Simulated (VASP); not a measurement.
Wanted: the native input for a VASP 6.6.1 run.

```yaml
Task: single point
Functional: PBEsol
Potentials_or_basis: VASP PAW PBE potentials, release 64 (Re)
Cutoff: 520 eV
k_mesh: 20 × 20 × 20
Occupations: gaussian, width 0.1 eV
Spin: non-collinear spin, zero start, spin-orbit coupling
Starting_moments: "[[0.0, 0.0, 0.0]] μB"
Dipole_correction: no
Further_INCAR_settings: ALGO = Fast; EDIFF = 1e-06; NBANDS = 18
```

The structure of Re lies in POSCAR:

```
Re
1.0
   -1.5425089010      1.5425089010      1.5425089010
    1.5425089010     -1.5425089010      1.5425089010
    1.5425089010      1.5425089010     -1.5425089010
Re
1
Direct
    0.0000000000      0.0000000000      0.0000000000
```

The input as run:

INCAR

```
PREC = Accurate ; ENCUT = 520
EDIFF = 1E-6 ; ISMEAR = 0
SIGMA = 0.1 ; LREAL = False
LASPH = True ; NELM = 150
ALGO = Fast ; ISIF = 2
LWAVE = False ; LCHARG = False
LNONCOLLINEAR = True ; MAGMOM = 0 0 0
LORBIT = 11 ; LSORBIT = True
GGA_COMPAT = False ; LORBMOM = True
LMAXMIX = 4 ; GGA = PS
NBANDS = 18
```

KPOINTS

```
Automatic mesh
0
Gamma
  20 20 20
```

Potentials or basis: VASP PAW PBE potentials, release 64 (Re).

Command:

```console
$ cat potpaw_PBE.64/Re/POTCAR > POTCAR
$ mpirun -np 1 vasp_ncl > vasp.out
```

Results of the run:

The pressure is 0.5 GPa. The net moment is 0.00 μB per cell. The valence electrons inside the program's atomic spheres are Re 6.14.

Caveat: the PAW data sets were made with another functional, which shifts forces and pressure a little.

It took 100 s on 1 thread of AMD EPYC 9R45 96-Core Processor (Zen 5) (shared host), peak memory 0.2 GiB.
